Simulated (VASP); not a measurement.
A run of VASP 6.6.1 is set up as follows.

File POSCAR:

```
ZnS
1.0
    3.7303882278      0.0000000000      0.0000000000
   -1.8651941139      3.2306109712      0.0000000000
    0.0000000000      0.0000000000      6.3199779682
Zn S
2 2
Direct
    0.3333333333      0.6666666667      0.0034552003
    0.6666666667      0.3333333333      0.5034552003
    0.3333333333      0.6666666667      0.3715447997
    0.6666666667      0.3333333333      0.8715447997
```

The input INCAR.step1:

```
SYSTEM = ZnS
ALGO = Normal
EDIFF = 1E-4
ENCUT = 520
GGA = PE
ISMEAR = 0
LASPH = .True.
LCHARG = .False.
LREAL = .False.
LWAVE = .True.
NBANDS = 26
NELM = 60
PREC = Accurate
SIGMA = 0.02
```

The input INCAR.step2:

```
SYSTEM = ZnS
ALGO = Normal
EDIFF = 1E-6
ENCUT = 520
ISIF = 2
ISMEAR = 0
ISTART = 1
LASPH = .True.
LCHARG = .False.
LMIXTAU = .True.
LREAL = .False.
LWAVE = .False.
METAGGA = R2SCAN
NBANDS = 26
NELM = 60
PREC = Accurate
SIGMA = 0.02
```

Contents of KPOINTS:

```
k-points
0
Gamma
  6 6 4
  0 0 0
```

Potentials or basis: VASP PAW PBE potentials, release 64 (Zn, S).

Command:

```bash
$ cat potpaw_PBE.64/Zn/POTCAR potpaw_PBE.64/S/POTCAR > POTCAR
$ cp INCAR.step1 INCAR
$ mpirun -np 1 vasp_std > vasp.out
$ cp INCAR.step2 INCAR
$ mpirun -np 1 vasp_std > vasp.out
```

(1) Predict the band gap on the k mesh.

(2) Estimate the pressure.

Results:

(1) 2.79 eV.

(2) 2.3 GPa.

Caveat: the cell differs from its parent crystal (biaxial strain in the a-b plane: -2.0 %, then relaxed in part); the PAW data sets were made with another functional, which shifts forces and pressure a little.
